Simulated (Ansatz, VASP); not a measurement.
Fe: VASP beside Ansatz

```
Fe
1.0
     2.36784    0.01184    0.00000
     0.01184    2.36784    0.00000
     0.00000    0.00000    2.36784
Fe
1
Direct
  0.00000 0.00000 0.00000
```

Change from the starting cell: xy shear strain of +1 %.

Alike in both runs: task single point; functional PBE; k mesh 18 × 18 × 18; occupations fermi-dirac, width 0.03 eV; collinear spin.

|  | VASP | Ansatz |
| --- | --- | --- |
| version | VASP 6.6.1 | Ansatz 0.2.0 |
| potentials or method | VASP PAW PBE potentials, release 64 (Fe), cutoff 520 eV | all-electron LAPW, scalar-relativistic |

```tsv
	VASP	Ansatz	Ansatz less VASP
pressure (GPa)	-0.4	-0.1	+0.27
traceless stress, the component that is largest in VASP (GPa)	0.61	0.62	+0.011
net moment per atom (μB)	2.37	2.35	-0.017
size of the moment on the site where the two differ most (μB)	2.36	2.37	+0.016
```

Site moments also hang on the region over which each program counts them. Ansatz ran all-electron here, and VASP with PAW potentials.
